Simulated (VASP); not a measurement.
# Al7Si9C9N7 (P1) in VASP: single point with PBEsol

Aim: the single point of Al7Si9C9N7 with PBEsol.

Program: VASP 6.6.1. These are calculated values, not measurements. Logs are shortened: lines on timing, memory, paths and dates and some standing lists are left out, and cuts for length are marked.

**1. The cell of the first run**

The typed cell holds 96 atoms: a = 9.324 Å, b = 10.759 Å, c = 10.055 Å, α = 90.00°, β = 90.00°, γ = 90.00°.

**2. Single point, PBEsol**

INCAR

```
PREC = Accurate
ENCUT = 520
EDIFF = 1E-6
ISMEAR = -1
SIGMA = 0.05
LREAL = Auto
LASPH = True
NELM = 100
ALGO = Normal
ISIF = 2
LWAVE = False
LCHARG = False
GGA = PS
NBANDS = 246
ISYM = 0
```

KPOINTS

```
Automatic mesh
0
Gamma
  1 1 1
  0.25 0.25 0.25
```

POSCAR

```
Al7Si9C9N7
1.0
    9.3239815090      0.0000000000      0.0000000000
    0.0000000000     10.7589307149      0.0000000000
    0.0000000000      0.0000000000     10.0546919154
Si Al N C
27 21 21 27
Direct
    0.1684790000      0.0810150000      0.2445050000
    0.1697660000      0.0817000000      0.7493940000
    0.0010210000      0.3347610000      0.2522300000
    0.9986320000      0.3374090000      0.7509640000
    0.1656800000      0.5813980000      0.2470280000
    0.1611300000      0.5889720000      0.7519930000
    0.9992660000      0.8328480000      0.7498030000
    0.8317250000      0.0856870000      0.2508580000
    0.8314490000      0.0811950000      0.7495270000
    0.6665280000      0.3310030000      0.2509950000
    0.6641880000      0.3364390000      0.7525880000
    0.5019570000      0.5822300000      0.7539190000
    0.3345270000      0.8277340000      0.7495930000
    0.8346400000      0.5797290000      0.2529260000
    0.6615380000      0.8255330000      0.7565760000
    0.9988030000      0.1632020000      0.4980740000
    0.3313870000      0.1690120000      0.4974600000
    0.1678110000      0.4190670000      0.4992620000
    0.9988730000      0.6614720000      0.0001040000
    0.6680480000      0.1710090000      0.4968300000
    0.4970380000      0.4150430000      0.9998310000
    0.3324650000      0.6665670000      0.4993700000
    0.3297530000      0.6617790000      0.9978630000
    0.1647900000      0.9072040000      0.4997570000
    0.1667780000      0.9180180000      0.9950560000
    0.8305740000      0.4153680000      0.4997590000
    0.8294460000      0.9203920000      0.9985110000
    0.5013810000      0.0800560000      0.2505820000
    0.4959480000      0.0806900000      0.7446260000
    0.3313600000      0.3325610000      0.2440050000
    0.3331910000      0.3384420000      0.7543410000
    0.9979900000      0.8354720000      0.2476590000
    0.5019230000      0.5841740000      0.2462510000
    0.3318580000      0.8352430000      0.2476770000
    0.8321580000      0.5878590000      0.7536250000
    0.6704660000      0.8360540000      0.2502550000
    0.0008380000      0.1645850000      0.9984730000
    0.3385330000      0.1677840000      0.0049610000
    0.1636330000      0.4181170000      0.9976800000
    0.0051460000      0.6679280000      0.5001710000
    0.6577190000      0.1673930000      0.9975760000
    0.4980790000      0.4220720000      0.4945770000
    0.8334610000      0.4156740000      0.0003780000
    0.6654650000      0.6669310000      0.4903330000
    0.6717270000      0.6650370000      0.0053550000
    0.5005540000      0.9129020000      0.5008840000
    0.5046470000      0.9183320000      0.0036240000
    0.8329400000      0.9147410000      0.4967820000
    0.0013130000      0.1719380000      0.1973180000
    0.0003580000      0.1646200000      0.6873030000
    0.3142840000      0.1635960000      0.6785030000
    0.0028110000      0.6600580000      0.1850990000
    0.6828830000      0.1679940000      0.6852440000
    0.3198650000      0.6645120000      0.1783820000
    0.8400640000      0.4094150000      0.1989540000
    0.8360970000      0.3998470000      0.6827860000
    0.5001780000      0.9107590000      0.1912080000
    0.4985390000      0.9053640000      0.6969210000
    0.8330100000      0.9223370000      0.6969880000
    0.1624870000      0.0866290000      0.4423990000
    0.1602660000      0.0741200000      0.9254270000
    0.0040940000      0.3252980000      0.4418750000
    0.9973820000      0.3242290000      0.9246150000
    0.3183760000      0.3272860000      0.4484490000
    0.0012080000      0.8410100000      0.9363180000
    0.8419300000      0.0779810000      0.9238610000
    0.4867500000      0.5902960000      0.4368990000
    0.3211730000      0.8285880000      0.9341880000
    0.6674360000      0.8378040000      0.4415570000
    0.3228040000      0.1604440000      0.2001320000
    0.1508380000      0.4200150000      0.1950080000
    0.1515410000      0.4207440000      0.6834040000
    0.0038050000      0.6753960000      0.6948420000
    0.6796120000      0.1711680000      0.1925640000
    0.5099680000      0.4125180000      0.1882730000
    0.5092480000      0.4179870000      0.6867940000
    0.3324100000      0.6636190000      0.6891560000
    0.1637650000      0.9242330000      0.1737610000
    0.1667790000      0.9203630000      0.6918600000
    0.6807860000      0.6639770000      0.2004070000
    0.6589510000      0.6701960000      0.6879510000
    0.8370720000      0.9318170000      0.1779950000
    0.4987870000      0.0918950000      0.4588630000
    0.4950920000      0.0796000000      0.9311960000
    0.3327340000      0.3358720000      0.9439270000
    0.1782480000      0.5765080000      0.4309860000
    0.1637790000      0.5944320000      0.9380740000
    0.0052100000      0.8390910000      0.4393360000
    0.8364430000      0.0917750000      0.4410110000
    0.6748110000      0.3321890000      0.4383830000
    0.6647350000      0.3377130000      0.9310300000
    0.4916490000      0.5844220000      0.9410820000
    0.3266670000      0.8302630000      0.4432340000
    0.8418200000      0.5699730000      0.4357920000
    0.8454340000      0.5828470000      0.9452430000
    0.6781500000      0.8374020000      0.9339030000
```

Potentials or basis: VASP PAW PBE potentials, release 64 (Si, Al, N, C).

Command:

```bash
> cat potpaw_PBE.64/Si/POTCAR potpaw_PBE.64/Al/POTCAR potpaw_PBE.64/N/POTCAR potpaw_PBE.64/C/POTCAR > POTCAR
> mpirun -np 1 vasp_std > vasp.out
```

OUTCAR:

```text
PREC = Accurate
   ENCUT = 520
   EDIFF = 1E-6
   ISMEAR = -1
   LREAL = Auto
   LASPH = True
   NELM = 100
   ISIF = 2
   GGA = PS
   ISYM = 0

 ion  position               nearest neighbor table
   1  0.168  0.081  0.245-  70 1.73  78 1.83  49 1.90  60 1.99  38 3.03  34 3.05  25 3.06  37 3.06
                            32 3.08  30 3.10  28 3.10  17 3.11  16 3.13   8 3.14   3 3.15
   2  0.170  0.082  0.749-  51 1.76  61 1.77  79 1.83  50 1.92  25 3.03  29 3.04  37 3.09  17 3.09
                            16 3.11   7 3.11  13 3.13  24 3.13  38 3.15  31 3.16
   3  0.001  0.335  0.252-  71 1.77  55 1.78  49 1.84  62 1.91  14 3.06   5 3.07  18 3.07  26 3.08
                            30 3.08  16 3.09  43 3.10  39 3.11   8 3.11  10 3.12  37 3.14   1 3.15
   4  0.999  0.337  0.751-  63 1.75  56 1.79  72 1.82  50 1.97  39 3.05  43 3.06  26 3.09   6 3.10
                            37 3.11  18 3.11  35 3.11  11 3.12  31 3.12
   5  0.166  0.581  0.247-  71 1.82  54 1.83  52 1.85  86 1.85  19 3.05  23 3.06  39 3.06   3 3.07
                            18 3.08  14 3.09  30 3.09  40 3.10  22 3.11  33 3.14  34 3.14  32 3.15
   6  0.161  0.589  0.752-  73 1.83  87 1.87  77 1.90  72 1.94  19 3.02   7 3.03  23 3.03  13 3.04
                            40 3.04  35 3.07  39 3.08   4 3.10  22 3.11  18 3.13  31 3.14
   7  0.999  0.833  0.750-  73 1.78  65 1.88  59 1.90  79 1.91   6 3.03  24 3.06  25 3.06  35 3.06
                            40 3.07   9 3.10  27 3.11  48 3.11   2 3.11  19 3.12  13 3.13
   8  0.832  0.086  0.251-  74 1.79  82 1.81  49 1.91  89 1.91  20 3.05  16 3.05  10 3.06  36 3.08
                            28 3.08  48 3.08  27 3.10  37 3.11  32 3.11   3 3.11   1 3.14  41 3.14
   9  0.831  0.081  0.750-  66 1.76  59 1.79  53 1.79  50 1.92  27 3.04  37 3.09   7 3.10  16 3.10
                            48 3.11  41 3.12  20 3.12  29 3.13
  10  0.667  0.331  0.251-  75 1.82  74 1.82  90 1.89  55 1.90  20 3.01   8 3.06  26 3.07  42 3.07
                            41 3.10  43 3.10  14 3.10  28 3.11  21 3.11   3 3.12  30 3.13  33 3.13
  11  0.664  0.336  0.753-  91 1.79  76 1.82  56 1.88  53 1.94  12 3.05  21 3.05  41 3.06  43 3.07
                            31 3.09  26 3.10   4 3.12  35 3.13  20 3.13  42 3.16  29 3.17
  12  0.502  0.582  0.754-  81 1.87  92 1.88  76 1.89  77 1.92  15 3.01  11 3.05  23 3.05  21 3.06
                            31 3.06  13 3.07  35 3.08  45 3.11  42 3.13  22 3.14  44 3.19
  13  0.335  0.828  0.750-  58 1.82  68 1.86  77 1.87  79 1.94   6 3.04  15 3.05  22 3.06  12 3.07
                            23 3.07  25 3.08  46 3.08  24 3.09  29 3.11   7 3.13   2 3.13  47 3.16
  14  0.835  0.580  0.253-  80 1.78  94 1.84  55 1.91  52 1.92  44 3.01  26 3.05  45 3.06   3 3.06
                             5 3.09  43 3.09  19 3.10  40 3.10  10 3.10  33 3.10  32 3.15  36 3.15
  15  0.662  0.826  0.757-  96 1.79  81 1.81  58 1.85  59 2.00  12 3.01  35 3.01  45 3.04  13 3.05
                            47 3.05  27 3.07  46 3.12  29 3.15  44 3.17  48 3.21
  16  0.999  0.163  0.498-  89 1.79  60 1.82  62 1.83  50 1.90   8 3.05   3 3.09  20 3.09  48 3.09
                             9 3.10  17 3.10   2 3.11   1 3.13  26 3.13
  17  0.331  0.169  0.497-  64 1.78  83 1.81  51 1.83  60 1.89  29 3.07  18 3.09   2 3.09  28 3.10
                            30 3.10  16 3.10   1 3.11  42 3.14  20 3.14  31 3.16  46 3.18
  18  0.168  0.419  0.499-  64 1.79  86 1.83  72 1.86  62 1.92   3 3.07  22 3.07  40 3.08   5 3.08
[... 107 lines left out ...]
  95  0.845  0.583  0.945-  19 1.75  43 1.89  35 1.93  45 1.94
  96  0.678  0.837  0.934-  27 1.79  15 1.79  47 1.97  45 1.99

IMPORTANT INFORMATION: All symmetrisations will be switched off!
NOSYMM: (Re-)initialisation of all symmetry stuff for point group C_1.

----------------------------------------------------------------------------------------

                                     Primitive cell

  volume of cell :    1008.6472

  direct lattice vectors                    reciprocal lattice vectors
     9.323981509  0.000000000  0.000000000     0.107250320  0.000000000  0.000000000
     0.000000000 10.758930715  0.000000000     0.000000000  0.092946040  0.000000000
     0.000000000  0.000000000 10.054691915     0.000000000  0.000000000  0.099456056

  length of vectors
[... 247 lines left out ...]
   ENCUT  =  520.0 eV  38.22 Ry    6.18 a.u.  17.34 20.00 18.70*2*pi/ulx,y,z
   NELM   =    100;   NELMIN=  2; NELMDL= -5     # of ELM steps
   EDIFF  = 0.1E-05   stopping-criterion for ELM
   LREAL  =      T    real-space projection
   EDIFFG = 0.1E-04   stopping-criterion for IOM
   NSW    =      0    number of steps for IOM
   IBRION =     -1    ionic relax: 0-MD 1-quasi-New 2-CG
   NFREE  =      0    steps in history (QN), initial steepest desc. (CG)
   ISIF   =      2    stress and relaxation
   ISYM   =      0    0-nonsym 1-usesym 2-fastsym
   POTIM  = 0.5000    time-step for ionic-motion
   TEBEG  =    0.0;   TEEND  =   0.0 temperature during run
   PSTRESS=    0.0 pullay stress
   NELECT =     384.0000    total number of electrons
   NUPDOWN=      -1.0000    fix difference up-down
   EMIN   =  10.00;   EMAX   =-10.00  energy-range for DOS
   EFERMI =   0.00;   METHOD = LEGACY
   ISMEAR =    -1;   SIGMA  =   0.05  broadening in eV -4-tet -1-fermi 0-gaus
   EFERMI_NEDOS =   21; number of points for ismear=-14 and -15
   IALGO  =     38    algorithm
   IMIX   =      4    mixing-type and parameters
     AMIX     =   0.40;   BMIX     =  1.00
     AMIX_MAG =   1.60;   BMIX_MAG =  1.00
  volume/ion in A,a.u.               =      10.51        70.90
  Fermi-wavevector in a.u.,A,eV,Ry     =   1.186512  2.242183 19.154429  1.407811
  Thomas-Fermi vector in A             =   2.322683
   LORBIT       =      0    0 simple, 1 ext, 2 COOP (PROOUT), +10 PAW based schemes
   GGA     = PS    functional components
   LHFCALC =     F    Hartree Fock is set to
   AEXX    =    0.0000 exact exchange contribution
   IVDW    =     0    specifies the selected vdW correction
   LEPSILON=     F    determine dielectric tensor
   LRPA    =     F    only Hartree local field effects (RPA)
 non-spin polarized calculation
  energy-cutoff  :      520.00
  volume of cell :     1008.65
 maximum number of plane-waves:     27154
 NGX is ok and might be reduce to    70
   NGX = 35   NGY = 41   NGZ = 37

 number of electron     384.0000004 magnetization

 Free energy of the ion-electron system (eV)
  ---------------------------------------------------
  ext. energy  EPLUGINS =         0.00000000
  ---------------------------------------------------
  free energy    TOTEN  =      -736.15196430 eV

  energy without entropy =     -736.15196430  energy(sigma->0) =     -736.15196430

 E-fermi :   9.2371     XC(G=0): -11.2893

 val. band max:        8.0986406481   @ k =   0.2500  -0.2500  -0.2500
 cond. band min:      10.3716134415   @ k =  -0.2500   0.2500  -0.2500
 fundamental gap:      2.2729727934
 Fermi energy:         9.2370739088

 k-point     1 :       0.2500    0.2500    0.2500
  band No.  band energies     occupation
      1     -10.5325      2.00000
      2      -9.8702      2.00000
      3      -9.4805      2.00000
      4      -9.3717      2.00000
      5      -9.1138      2.00000
      6      -8.8483      2.00000
[... 817 lines left out ...]
    203      11.3456      0.00000
    204      11.4282      0.00000
 [bands above 204 left out]

------------------------ aborting loop because EDIFF is reached ----------------------------------------

  FORCE on cell =-STRESS in cart. coord.  units (eV):
  Direction    XX          YY          ZZ          XY          YZ          ZX
  --------------------------------------------------------------------------------------
  -------------------------------------------------------------------------------------
  Total        1.6012984      1.4322378      1.3982580      4.6757395      3.7319774      1.7326111
  in kB        2.5435693      2.2750263      2.2210515      7.4271399      5.9280288      2.7521519
  external PRESSURE =       2.3465490 kB  Pullay stress =       0.0000000 kB

 VOLUME and BASIS-vectors are now :
 -----------------------------------------------------------------------------
  energy-cutoff  :      520.00
  volume of cell :     1008.65
      direct lattice vectors                 reciprocal lattice vectors
     9.323981509  0.000000000  0.000000000     0.107250320  0.000000000  0.000000000
     0.000000000 10.758930715  0.000000000     0.000000000  0.092946040  0.000000000
     0.000000000  0.000000000 10.054691915     0.000000000  0.000000000  0.099456056

 POSITION                                       TOTAL-FORCE (eV/Angst)
 -----------------------------------------------------------------------------------
      1.57090      0.87163      2.45842        -0.018605     -0.010004      0.016182
      1.58290      0.87900      7.53493         0.000269      0.009831      0.009126
      0.00952      3.60167      2.53609        -0.004128     -0.017457      0.001260
      9.31123      3.63016      7.55071         0.001959     -0.000017      0.000744
      1.54480      6.25522      2.48379         0.007250      0.008964     -0.005940
      1.50237      6.33671      7.56106         0.018354     -0.008236      0.005158
[... 88 lines left out ...]
      7.88281      6.27081      9.50413        -0.036431     -0.019760     -0.002414
      6.32306      9.00955      9.39011        -0.018702      0.003277      0.030687
 -----------------------------------------------------------------------------------
    total drift:                               -0.025365     -0.023943      0.036243

  FREE ENERGIE OF THE ION-ELECTRON SYSTEM (eV)
  ---------------------------------------------------
  free  energy   TOTEN  =      -736.1519642961 eV

  energy  without entropy=     -736.1519642957  energy(sigma->0) =     -736.15196430
```

It took 67 min on 1 thread of Intel Xeon Platinum 8259CL at 2.50GHz (Skylake/Cascade Lake), shared host; peak memory 1.3 GiB.

What came out:

- Free energy: -736.1520 eV
- Pressure: 0.2 GPa
- Largest force: 0.042 eV/Å
- Band gap on the k mesh: 2.27 eV, indirect (the least direct gap lies 2.6 meV higher)

Forces in eV/Å, atoms in the order of the input:
```
Si  -0.019 -0.010  0.016
Si   0.000  0.010  0.009
Si  -0.004 -0.017  0.001
Si   0.002  0.000  0.001
Si   0.007  0.009 -0.006
Si   0.018 -0.008  0.005
Si  -0.001  0.010  0.000
Si   0.014 -0.006  0.011
Si   0.005  0.008  0.002
Si   0.012  0.009  0.006
Si   0.027 -0.008 -0.011
Si   0.014 -0.014 -0.002
Si   0.014  0.005  0.006
Si   0.023 -0.002 -0.016
Si   0.007  0.024 -0.007
Si   0.000  0.009  0.005
Si  -0.016  0.004  0.000
Si  -0.010 -0.012  0.007
Si   0.003  0.023  0.016
Si  -0.007 -0.003  0.006
Si  -0.012 -0.003  0.004
Si  -0.001 -0.006  0.004
Si  -0.011  0.011  0.007
Si   0.001  0.013  0.001
Si   0.001 -0.007 -0.008
Si   0.004 -0.013  0.017
Si  -0.001  0.009 -0.005
Al   0.011 -0.015 -0.012
Al   0.007 -0.004 -0.023
Al  -0.001  0.021  0.013
Al  -0.006 -0.007 -0.015
Al  -0.013 -0.009 -0.006
Al  -0.016  0.012  0.005
Al   0.009 -0.005 -0.008
Al  -0.002 -0.021 -0.007
Al   0.001  0.005  0.007
Al  -0.005 -0.002  0.012
Al  -0.007 -0.012  0.003
Al  -0.015  0.006 -0.009
Al   0.005 -0.003  0.002
Al   0.012 -0.006  0.000
Al  -0.004  0.004 -0.018
Al   0.009 -0.024  0.009
Al  -0.008 -0.009 -0.004
Al   0.004 -0.003  0.000
Al   0.008 -0.010  0.011
Al  -0.002 -0.016  0.004
Al  -0.006  0.008  0.001
N   -0.004  0.004 -0.004
N    0.005 -0.003  0.008
N    0.019  0.011 -0.002
N   -0.009  0.018  0.000
N   -0.013  0.018 -0.003
N    0.012  0.019  0.008
N   -0.015 -0.005 -0.015
N   -0.020 -0.004 -0.008
N   -0.010  0.009 -0.001
N   -0.001  0.018 -0.021
N   -0.004 -0.009 -0.022
N    0.016 -0.012 -0.002
N    0.000  0.035  0.006
N    0.010 -0.007  0.007
N   -0.005  0.007  0.034
N    0.015  0.012 -0.022
N    0.014 -0.005  0.009
N   -0.001  0.002  0.019
N    0.025 -0.004 -0.008
N    0.010  0.008  0.006
N   -0.006 -0.007  0.002
C    0.023  0.017 -0.015
C    0.028  0.003 -0.020
C    0.013  0.007 -0.003
C   -0.008 -0.009 -0.027
C   -0.025 -0.010 -0.015
C   -0.020  0.010  0.005
C   -0.008  0.015 -0.010
C   -0.005 -0.008 -0.009
C    0.001 -0.008  0.041
C   -0.015 -0.010 -0.011
C   -0.020  0.018 -0.012
C    0.000 -0.033 -0.026
C    0.012 -0.029  0.025
C    0.006 -0.009 -0.002
C   -0.019  0.004  0.004
C    0.012  0.004  0.005
C   -0.012  0.033  0.012
C    0.013 -0.006  0.006
C   -0.014 -0.014 -0.016
C   -0.006 -0.027  0.001
C   -0.023  0.010 -0.017
C    0.006 -0.020  0.019
C    0.032  0.000  0.006
C    0.000  0.007 -0.006
C   -0.008  0.024  0.013
C   -0.036 -0.020 -0.002
C   -0.019  0.003  0.031
```

Stress tensor (GPa, compression positive):
```
0.25 0.74 0.28
0.74 0.23 0.59
0.28 0.59 0.22
```

Levels at points of the mesh, in eV from the valence-band top:
```csv
k point,band 190,band 191,band 192,band 193,band 194,band 195
"(0.25, 0.25, 0.25)",-0.32,-0.23,-0.06,2.30,2.45,2.58
```

Caveat: the k points lie up to 0.67 Å⁻¹ apart; the PAW data sets were made with another functional, which shifts forces and pressure a little. A k mesh can miss the band edges.
